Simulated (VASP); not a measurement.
**NbAl3: electric field gradients with LDA**

The system is NbAl3.

```
Al Nb
1.0
    -1.91698    1.91698    4.29245
     1.91698   -1.91698    4.29245
     1.91698    1.91698   -4.29245
Al Nb
3 1
Direct
  0.50000 0.50000 0.00000
  0.75000 0.25000 0.50000
  0.25000 0.75000 0.50000
  0.00000 0.00000 0.00000
```

```json
{
 "Program": "VASP 6.6.1",
 "Task": "electric field gradients",
 "Functional": "LDA",
 "Potentials or basis": "VASP PAW LDA potentials, release 64 (Al, Nb_sv)",
 "Cutoff": "520 eV",
 "k mesh": "12 × 12 × 12",
 "Occupations": "fermi-dirac, width 0.05 eV",
 "Spin": "no spin polarisation",
 "Dipole correction": "no",
 "Further INCAR settings": "ALGO = Normal; EDIFF = 1e-08; NBANDS = 19"
}
```

- Pressure: -3.9 GPa
- Band gap on the k mesh: zero (band 11 reaches 9.52 eV, above the bottom of band 12 at 9.24 eV)

Stress tensor (GPa, compression positive):
```
-4.14  0.00  0.00
 0.00 -4.14  0.00
 0.00  0.00 -3.42
```

Levels at points of the mesh, in eV from the Fermi level:
```csv
k point,band 9,band 10,band 11,band 12,band 13,band 14
"(0.00, 0.00, 0.00)",-2.06,-2.06,0.08,1.66,1.66,1.83
"(0.50, 0.00, 0.00)",-2.10,-1.23,-0.32,1.52,1.86,2.83
"(0.50, 0.50, 0.00)",-2.81,-2.60,-2.02,1.57,1.71,2.70
"(0.50, 0.50, 0.50)",-1.05,-0.98,-0.08,-0.08,0.24,3.10
```

Electric field gradients, principal values (V/Å²):
| atom | least | middle | greatest (by size) |
| --- | --- | --- | --- |
| 1 Al | -20.678 | -20.678 | 41.357 |
| 2 Al | 4.916 | 4.917 | -9.833 |
| 3 Al | 4.916 | 4.917 | -9.833 |
| 4 Nb | 46.623 | 46.623 | -93.245 |

Wall time 7.6 min on 1 thread of Intel Xeon 8259CL, on a shared host, peak memory 0.33 GiB.

Caveat: without QUAD_EFG the Cq values of the log hold for a quadrupole moment of 1 mb, not for the nuclei.
